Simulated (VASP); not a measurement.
Set up this calculation in VASP 6.6.1, as the native input.

```yaml
Task: single point
Functional: PBEsol
Potentials_or_basis: VASP PAW PBE potentials, release 64 (Ga_d, P)
Cutoff: 500 eV
k_mesh: 8 × 8 × 8
Occupations: gaussian, width 0.02 eV
Spin: no spin polarisation
Dipole_correction: no
Further_INCAR_settings: ALGO = Normal; EDIFF = 1e-06; NBANDS = 16
```

The structure of GaP lies in POSCAR:

```
GaP
1.0
    0.0000000000      2.7194371075      2.7194371075
    2.7194371075      0.0000000000      2.7194371075
    2.7194371075      2.7194371075      0.0000000000
Ga P
1 1
Direct
    0.0000000000      0.0000000000      0.0000000000
    0.2500000000      0.2500000000      0.2500000000
```

The input as run:

INCAR

```
SYSTEM = GaP
ALGO = Normal ; EDIFF = 1E-6
ENCUT = 500 ; GGA = PS
GGA_COMPAT = .False. ; ISIF = 2
ISMEAR = 0 ; LASPH = .True.
LCHARG = .False. ; LREAL = .False.
LWAVE = .False. ; NBANDS = 16
NELM = 120 ; PREC = Accurate
SIGMA = 0.02
```

KPOINTS

```
k-points
0
Gamma
  8 8 8
  0 0 0
```

Potentials or basis: VASP PAW PBE potentials, release 64 (Ga_d, P).

Launch:

```bash
$ cat potpaw_PBE.64/Ga_d/POTCAR potpaw_PBE.64/P/POTCAR > POTCAR
$ mpirun -np 1 vasp_std > vasp.out
```

It gave:

```yaml
Pressure: -0.1 GPa
Band_gap_on_the_k_mesh: 1.50 eV (least direct gap 1.80 eV)
```

Caveat: the PAW data sets were made with another functional, which shifts forces and pressure a little.

Run time: 12 s on 1 thread of AMD EPYC 7R13 Processor (Zen 3), with other jobs on the host, peak memory 0.13 GiB.
